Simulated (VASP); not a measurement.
# ZrSi2 (Cmcm) in VASP: notebook

ZrSi2 is run at these levels: PBE; tasks: single point.

Everything below comes from runs of VASP 6.6.1. Logs are shortened: lines on timing, memory, paths and dates and some standing lists are left out, and cuts for length are marked.

**1. The cell of the first run**

It takes space group Cmcm (No. 63, orthorhombic). Conventional cell: a = 3.706 Å, b = 14.735 Å, c = 3.672 Å, α = 90.00°, β = 90.00°, γ = 90.00°. Zr (site symmetry m2m) has 10 Si at 2.72 to 2.97 Å and 6 Zr at 3.61 to 3.71 Å within 3.8 Å. Si (site symmetry m2m) has 2 Si at 2.40 Å and 6 Zr at 2.72 to 2.97 Å within 3.2 Å. Within 3.5 Å of Si (site symmetry m2m) lie 8 Si at 2.61 to 3.45 Å and 4 Zr at 2.81 to 2.83 Å.

**2. Single point, PBE**

File INCAR:

```
SYSTEM = ZrSi2
PREC = Accurate
ENCUT = 520
EDIFF = 1E-7
ISMEAR = 0
SIGMA = 0.1
LREAL = .False.
LASPH = .True.
NELM = 60
ALGO = Normal
ISIF = 2
LWAVE = .False.
LCHARG = .False.
GGA = PE
NBANDS = 29
```

File KPOINTS:

```
Automatic mesh
0
Gamma
  6 6 6
  0 0 0
```

File POSCAR:

```
ZrSi2
1.0
    1.8530000000     -7.3675000000      0.0000000000
    1.8530000000      7.3675000000      0.0000000000
    0.0000000000      0.0000000000      3.6720000000
Zr Si
2 4
Direct
    0.8946000000      0.1054000000      0.7500000000
    0.1054000000      0.8946000000      0.2500000000
    0.5522000000      0.4478000000      0.7500000000
    0.4478000000      0.5522000000      0.2500000000
    0.2496000000      0.7504000000      0.7500000000
    0.7504000000      0.2496000000      0.2500000000
```

Potentials or basis: VASP PAW PBE potentials, release 64 (Zr_sv, Si).

On the command line:

```sh
$ cat potpaw_PBE.64/Zr_sv/POTCAR potpaw_PBE.64/Si/POTCAR > POTCAR
$ mpirun -np 1 vasp_std > vasp.out
```

OUTCAR:

```text
SYSTEM = ZrSi2
   PREC = Accurate
   ENCUT = 520
   EDIFF = 1E-7
   ISMEAR = 0
   LREAL = .False.
   LASPH = .True.
   NELM = 60
   ISIF = 2
   GGA = PE

 ion  position               nearest neighbor table
   1  0.895  0.105  0.750-   4 2.72   4 2.72   4 2.72   4 2.72   6 2.81   6 2.81   5 2.83   5 2.83
                             3 2.97   3 2.97   2 3.61   2 3.61
   2  0.105  0.895  0.250-   3 2.72   3 2.72   3 2.72   3 2.72   5 2.81   5 2.81   6 2.83   6 2.83
                             4 2.97   4 2.97   1 3.61   1 3.61
   3  0.552  0.448  0.750-   4 2.40   4 2.40   2 2.72   2 2.72   2 2.72   2 2.72   1 2.97   1 2.97

   4  0.448  0.552  0.250-   3 2.40   3 2.40   1 2.72   1 2.72   1 2.72   1 2.72   2 2.97   2 2.97

   5  0.250  0.750  0.750-   6 2.61   6 2.61   6 2.61   6 2.61   2 2.81   2 2.81   1 2.83   1 2.83

   6  0.750  0.250  0.250-   5 2.61   5 2.61   5 2.61   5 2.61   1 2.81   1 2.81   2 2.83   2 2.83

  LATTYP: Found a base centered orthorhombic cell.
 ALAT       =     3.7060000000
 B/A-ratio  =     3.9759848894
 C/A-ratio  =     0.9908256881

  Lattice vectors:

 A1 = (   1.8530000000,  -7.3675000000,   0.0000000000)
 A2 = (   1.8530000000,   7.3675000000,   0.0000000000)
 A3 = (   0.0000000000,   0.0000000000,   3.6720000000)

Analysis of symmetry for initial positions (statically):
=====================================================================
 Subroutine PRICEL returns:
 Original cell was already a primitive cell.

 Routine SETGRP: Setting up the symmetry group for a
 base centered orthorhombic supercell.

 Subroutine GETGRP returns: Found  8 space group operations
 (whereof  4 operations were pure point group operations)
 out of a pool of  8 trial point group operations.

The static configuration has the point symmetry C_2h.
 The point group associated with its full space group is D_2h.

Analysis of symmetry for dynamics (positions and initial velocities):
=====================================================================
 Subroutine PRICEL returns:
 Original cell was already a primitive cell.

 Routine SETGRP: Setting up the symmetry group for a
 base centered orthorhombic supercell.

 Subroutine GETGRP returns: Found  8 space group operations
 (whereof  4 operations were pure point group operations)
 out of a pool of  8 trial point group operations.

The dynamic configuration has the point symmetry C_2h.
 The point group associated with its full space group is D_2h.

 Subroutine INISYM returns: Found  8 space group operations
 (whereof  4 operations are pure point group operations),
 and found     1 'primitive' translations

----------------------------------------------------------------------------------------

                                     Primitive cell

  volume of cell :     100.2601

  direct lattice vectors                    reciprocal lattice vectors
     1.853000000 -7.367500000  0.000000000     0.269832704 -0.067865626  0.000000000
     1.853000000  7.367500000  0.000000000     0.269832704  0.067865626  0.000000000
     0.000000000  0.000000000  3.672000000     0.000000000  0.000000000  0.272331155

  length of vectors
     7.596951050  7.596951050  3.672000000     0.278236287  0.278236287  0.272331155

  position of ions in fractional coordinates (direct lattice)
     0.894600000  0.105400000  0.750000000
     0.105400000  0.894600000  0.250000000
     0.552200000  0.447800000  0.750000000
     0.447800000  0.552200000  0.250000000
     0.249600000  0.750400000  0.750000000
     0.750400000  0.249600000  0.250000000

  ion indices of the primitive-cell ions
   primitive index   ion index
                 1           1
                 2           2
                 3           3
                 4           4
                 5           5
                 6           6

----------------------------------------------------------------------------------------

 KPOINTS: Automatic mesh

Automatic generation of k-mesh.
 Grid dimensions read from file:
 generate k-points for:    6    6    6

 Generating k-lattice:

  Cartesian coordinates                     Fractional coordinates (reciprocal lattice)
     0.044972117 -0.011310938  0.000000000     0.166666667  0.000000000  0.000000000
     0.044972117  0.011310938  0.000000000     0.000000000  0.166666667  0.000000000
     0.000000000  0.000000000  0.045388526     0.000000000  0.000000000  0.166666667

  Length of vectors
     0.046372714  0.046372714  0.045388526

  Shift w.r.t. Gamma in fractional coordinates (k-lattice)
     0.000000000  0.000000000  0.000000000

 Subroutine IBZKPT returns following result:
 ===========================================

 Found     52 irreducible k-points:

 Following reciprocal coordinates:
            Coordinates               Weight
  0.000000  0.000000  0.000000      1.000000
  0.166667  0.000000  0.000000      4.000000
  0.333333 -0.000000  0.000000      4.000000
  0.500000  0.000000  0.000000      2.000000
  0.166667  0.166667  0.000000      2.000000
  0.333333  0.166667  0.000000      4.000000
[... 16 lines left out ...]
  0.333333  0.333333  0.166667      4.000000
  0.500000  0.333333  0.166667      8.000000
 [... further k-points ...]
   k-points           NKPTS =     52   k-points in BZ     NKDIM =     52   number of bands    NBANDS=     29
   number of dos      NEDOS =    301   number of ions     NIONS =      6
   total plane-waves  NPLWV = 100800
   dimension x,y,z NGX =    60 NGY =   60 NGZ =   28
   dimension x,y,z NGXF=   120 NGYF=  120 NGZF=   56
   ions per type =               2   4
   NGX,Y,Z   is equivalent  to a cutoff of  13.13, 13.13, 12.68 a.u.
   NGXF,Y,Z  is equivalent  to a cutoff of  26.26, 26.26, 25.35 a.u.
 SYSTEM =  ZrSi2
   PREC   = accura    normal or accurate (medium, high low for compatibility)
   ISTART =      0    job   : 0-new  1-cont  2-samecut
   ICHARG =      2    charge: 1-file 2-atom 10-const
   ISPIN  =      1    spin polarized calculation?
   LNONCOLLINEAR =      F non collinear calculations
   LSORBIT =      F    spin-orbit coupling
   LASPH  =      T    aspherical Exc in radial PAW
   ENCUT  =  520.0 eV  38.22 Ry    6.18 a.u.  14.13 14.13  6.83*2*pi/ulx,y,z
   NELM   =     60;   NELMIN=  2; NELMDL= -5     # of ELM steps
   EDIFF  = 0.1E-06   stopping-criterion for ELM
   LREAL  =      F    real-space projection
   EDIFFG = 0.1E-05   stopping-criterion for IOM
   NSW    =      0    number of steps for IOM
   IBRION =     -1    ionic relax: 0-MD 1-quasi-New 2-CG
   NFREE  =      0    steps in history (QN), initial steepest desc. (CG)
   ISIF   =      2    stress and relaxation
   ISYM   =      2    0-nonsym 1-usesym 2-fastsym
   POTIM  = 0.5000    time-step for ionic-motion
   TEBEG  =    0.0;   TEEND  =   0.0 temperature during run
   PSTRESS=    0.0 pullay stress
   NELECT =      40.0000    total number of electrons
   NUPDOWN=      -1.0000    fix difference up-down
   EMIN   =  10.00;   EMAX   =-10.00  energy-range for DOS
   EFERMI =   0.00;   METHOD = LEGACY
   ISMEAR =     0;   SIGMA  =   0.10  broadening in eV -4-tet -1-fermi 0-gaus
   EFERMI_NEDOS =   21; number of points for ismear=-14 and -15
   IALGO  =     38    algorithm
   IMIX   =      4    mixing-type and parameters
     AMIX     =   0.40;   BMIX     =  1.00
     AMIX_MAG =   1.60;   BMIX_MAG =  1.00
  volume/ion in A,a.u.               =      16.71       112.76
  Fermi-wavevector in a.u.,A,eV,Ry     =   1.205180  2.277461 19.761917  1.452460
  Thomas-Fermi vector in A             =   2.340884
   LORBIT       =      0    0 simple, 1 ext, 2 COOP (PROOUT), +10 PAW based schemes
   GGA     = PE    functional components
   LHFCALC =     F    Hartree Fock is set to
   AEXX    =    0.0000 exact exchange contribution
   IVDW    =     0    specifies the selected vdW correction
   LEPSILON=     F    determine dielectric tensor
   LRPA    =     F    only Hartree local field effects (RPA)
 non-spin polarized calculation
 Gauss-broadening in eV      SIGMA  =   0.10
  energy-cutoff  :      520.00
  volume of cell :      100.26
 maximum number of plane-waves:      2718
 NGX is ok and might be reduce to    60
   NGX = 29   NGY = 29   NGZ = 13

 number of electron      40.0000000 magnetization

 Free energy of the ion-electron system (eV)
  ---------------------------------------------------
  ext. energy  EPLUGINS =         0.00000000
  ---------------------------------------------------
  free energy    TOTEN  =       -42.70612877 eV

  energy without entropy =      -42.69791614  energy(sigma->0) =      -42.70202246

 E-fermi :  10.0694     XC(G=0): -11.2729

 val. band max:       10.0515891906   @ k =   0.0000   0.0000   0.1667
 cond. band min:      10.0778742764   @ k =   0.3333   0.3333   0.1667
 fundamental gap:      0.0262850858
 Fermi energy:        10.0694454336

 k-point     1 :       0.0000    0.0000    0.0000
  band No.  band energies     occupation
      1     -38.7381      2.00000
      2     -38.7256      2.00000
      3     -16.9768      2.00000
      4     -16.8301      2.00000
      5     -16.8109      2.00000
      6     -16.8077      2.00000
[... 21 lines left out ...]
     28      12.9950      0.00000
     29      14.0323      0.00000

 k-point     2 :       0.1667    0.0000    0.0000
  band No.  band energies     occupation
      1     -38.7358      2.00000
      2     -38.7235      2.00000
      3     -16.9675      2.00000
      4     -16.8772      2.00000
      5     -16.8499      2.00000
      6     -16.8080      2.00000
[... 21 lines left out ...]
     28      13.1544      0.00000
     29      13.9647      0.00000

 k-point     3 :       0.3333   -0.0000    0.0000
  band No.  band energies     occupation
      1     -38.7311      2.00000
      2     -38.7191      2.00000
      3     -16.9716      2.00000
      4     -16.9470      2.00000
      5     -16.9325      2.00000
      6     -16.8026      2.00000
[... 21 lines left out ...]
     28      13.3049      0.00000
     29      14.5066      0.00000

 k-point     4 :       0.5000    0.0000    0.0000
  band No.  band energies     occupation
      1     -38.7287      2.00000
      2     -38.7170      2.00000
      3     -17.0161      2.00000
      4     -16.9745      2.00000
      5     -16.9373      2.00000
      6     -16.8000      2.00000
[... 21 lines left out ...]
     28      13.4379      0.00000
     29      13.5676      0.00000

 k-point     5 :       0.1667    0.1667    0.0000
  band No.  band energies     occupation
      1     -38.7311      2.00000
      2     -38.7191      2.00000
      3     -16.9709      2.00000
      4     -16.9490      2.00000
      5     -16.9333      2.00000
      6     -16.8005      2.00000
[... 21 lines left out ...]
     28      13.6133      0.00000
     29      13.9866      0.00000
[... 510 lines left out ...]
     28      13.7950      0.00000
     29      13.8860      0.00000

 k-point    22 :      -0.1667    0.1667    0.1667
  band No.  band energies     occupation
      1     -38.7348      2.00000
      2     -38.7241      2.00000
      3     -16.9606      2.00000
      4     -16.8435      2.00000
      5     -16.8244      2.00000
      6     -16.8044      2.00000
[... 21 lines left out ...]
     28      13.6622      0.00000
     29      13.9453      0.00000

 k-point    23 :       0.3333    0.3333    0.1667
  band No.  band energies     occupation
      1     -38.7278      2.00000
      2     -38.7177      2.00000
      3     -16.9640      2.00000
      4     -16.9286      2.00000
      5     -16.9284      2.00000
      6     -16.8335      2.00000
[... 21 lines left out ...]
     28      13.9999      0.00000
     29      14.0039      0.00000

 k-point    24 :       0.5000    0.3333    0.1667
  band No.  band energies     occupation
      1     -38.7323      2.00000
      2     -38.7221      2.00000
      3     -16.9458      2.00000
      4     -16.8703      2.00000
      5     -16.8481      2.00000
      6     -16.8431      2.00000
[... 21 lines left out ...]
     28      13.8210      0.00000
     29      13.9968      0.00000

 [... further k-points ...]

------------------------ aborting loop because EDIFF is reached ----------------------------------------

  FORCE on cell =-STRESS in cart. coord.  units (eV):
  Direction    XX          YY          ZZ          XY          YZ          ZX
  --------------------------------------------------------------------------------------
  -------------------------------------------------------------------------------------
  Total        0.5291053      0.7880912      0.5174831      0.0000000      0.0000000      0.0000000
  in kB        8.4552113     12.5938585      8.2694866      0.0000000      0.0000000      0.0000000
  external PRESSURE =       9.7728521 kB  Pullay stress =       0.0000000 kB

 VOLUME and BASIS-vectors are now :
 -----------------------------------------------------------------------------
  energy-cutoff  :      520.00
  volume of cell :      100.26
      direct lattice vectors                 reciprocal lattice vectors
     1.853000000 -7.367500000  0.000000000     0.269832704 -0.067865626  0.000000000
     1.853000000  7.367500000  0.000000000     0.269832704  0.067865626  0.000000000
     0.000000000  0.000000000  3.672000000     0.000000000  0.000000000  0.272331155

 POSITION                                       TOTAL-FORCE (eV/Angst)
 -----------------------------------------------------------------------------------
      1.85300     -5.81443      2.75400         0.000000     -0.106756     -0.000000
      1.85300      5.81443      0.91800         0.000000      0.106756     -0.000000
      1.85300     -0.76917      2.75400         0.000000     -0.190693      0.000000
      1.85300      0.76917      0.91800         0.000000      0.190693      0.000000
      1.85300      3.68964      2.75400         0.000000     -0.054202      0.000000
      1.85300     -3.68964      0.91800         0.000000      0.054202      0.000000
 -----------------------------------------------------------------------------------
    total drift:                                0.000000      0.000000     -0.000000

  FREE ENERGIE OF THE ION-ELECTRON SYSTEM (eV)
  ---------------------------------------------------
  free  energy   TOTEN  =       -42.7061287670 eV

  energy  without entropy=      -42.6979161439  energy(sigma->0) =      -42.70202246
```

Run time: 6 min. Hardware: 1 thread of Intel Xeon Platinum 8259CL at 2.50GHz (Skylake/Cascade Lake), shared host; peak memory 0.36 GiB.

What came out:

```
Free energy            : -42.7061 eV
Pressure               : 1.0 GPa
Largest force          : 0.191 eV/Å
Band gap on the k mesh : zero (bands 20 and 21 overlap by 0.84 eV)
```

Forces on the atoms (eV/Å):
```
Zr   0.000 -0.107  0.000
Zr   0.000  0.107  0.000
Si   0.000 -0.191  0.000
Si   0.000  0.191  0.000
Si   0.000 -0.054  0.000
Si   0.000  0.054  0.000
```

Stress tensor (GPa, compression positive):
```
0.85 0.00 0.00
0.00 1.26 0.00
0.00 0.00 0.83
```

**3. Single point, PBE**

This run uses another cell than the first one, of 16.80 Å³/atom.

File INCAR:

```
SYSTEM = ZrSi2
PREC = Accurate ; ENCUT = 520
EDIFF = 1E-7 ; ISMEAR = 0
SIGMA = 0.1 ; LREAL = .FALSE.
LASPH = .TRUE. ; NELM = 60
ALGO = Normal ; ISIF = 2
LWAVE = .FALSE. ; LCHARG = .FALSE.
GGA = PE ; NBANDS = 29
```

File KPOINTS:

```
Automatic mesh
0
G
  10 10 10
  0 0 0
```

File POSCAR:

```
ZrSi2
1.0
    1.8525206355     -7.3941828680      0.0000000000
    1.8525206355      7.3941828680      0.0000000000
    0.0000000000      0.0000000000      3.6791095695
Zr Si
2 4
Direct
    0.8946642229      0.1053357771      0.7500000000
    0.1053357771      0.8946642229      0.2500000000
    0.5530999308      0.4469000692      0.7500000000
    0.4469000692      0.5530999308      0.2500000000
    0.2503095479      0.7496904521      0.7500000000
    0.7496904521      0.2503095479      0.2500000000
```

Potentials or basis: VASP PAW PBE potentials, release 64 (Zr_sv, Si).

On the command line:

```sh
$ cat potpaw_PBE.64/Zr_sv/POTCAR potpaw_PBE.64/Si/POTCAR > POTCAR
$ mpirun -np 1 vasp_std > vasp.out
```

Wall time 23 min (1 thread of Intel Xeon Platinum 8259CL at 2.50GHz (Skylake/Cascade Lake), shared host); peak memory 0.61 GiB.

It converged, with:

```
Free energy            : -42.7201 eV
Pressure               : 0.0 GPa
Largest force          : 0.011 eV/Å
Band gap on the k mesh : zero (bands 20 and 21 overlap by 0.94 eV)
```

Forces in eV/Å, atoms in the order of the input:
```
Zr   0.000  0.002  0.000
Zr   0.000 -0.002  0.000
Si   0.000  0.011  0.000
Si   0.000 -0.011  0.000
Si   0.000  0.001  0.000
Si   0.000 -0.001  0.000
```

Levels at points of the mesh, in eV from the Fermi level:
```
           k point  band 17  band 18  band 19  band 20  band 21  band 22  band 23  band 24
(0.00, 0.00, 0.00)    -2.39    -2.37    -2.31    -0.09     1.11     1.39     1.40     1.58
(0.50, 0.00, 0.00)    -1.82    -1.48    -0.86    -0.44    -0.43     0.90     0.91     2.07
(0.50, 0.50, 0.00)    -2.63    -1.89    -1.48     0.31     1.02     1.13     1.48     1.70
(0.00, 0.00, 0.50)    -1.89    -1.89    -0.08    -0.08     0.09     0.09     1.56     1.56
(0.50, 0.00, 0.50)    -3.25    -3.25    -2.14    -2.14     2.12     2.12     3.08     3.08
(0.50, 0.50, 0.50)    -2.19    -2.19    -0.90    -0.90     0.05     0.05     2.27     2.27
```
